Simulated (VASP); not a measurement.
CdO2, 3 atoms in the cell. The structure is trigonal, space group P-3m1 (No. 164). The conventional cell has a = 3.366 Å, b = 3.366 Å, c = 3.572 Å, α = 90.00°, β = 90.00°, γ = 120.00°. Within 2.9 Å of Cd (site symmetry -3m) lie 6 O at 2.19 Å. O (site symmetry 3m) has 3 Cd at 2.19 Å and 6 O at 2.49 to 2.80 Å within 2.9 Å. 

* Program: VASP 6.6.1
* Task: single point
* Functional: r2SCAN
* Potentials or basis: VASP PAW PBE potentials, release 64 (Cd, O)
* Cutoff: 520 eV
* k mesh: 9 × 9 × 6
* Occupations: fermi-dirac, width 0.1 eV
* Spin: no spin polarisation
* Dipole correction: no
* Further INCAR settings: ALGO = Normal; EDIFF = 1e-06; NBANDS = 19

Potentials or basis: VASP PAW PBE potentials, release 64 (Cd, O).

Command:

```sh
$ cat potpaw_PBE.64/Cd/POTCAR potpaw_PBE.64/O/POTCAR > POTCAR
$ cp INCAR.step1 INCAR
$ mpirun -np 1 vasp_std > vasp.out
$ cp INCAR.step2 INCAR
$ mpirun -np 1 vasp_std > vasp.out
```

Hardware: 1 thread of AMD EPYC 9R45 96-Core Processor (Zen 5) (shared host).

**Question.** Estimate the wall time of this run.

**Answer.** Wall time 90 s on 1 thread of AMD EPYC 9R45 96-Core Processor (Zen 5), on a shared host, peak memory 0.16 GiB. Counts: k points 62.
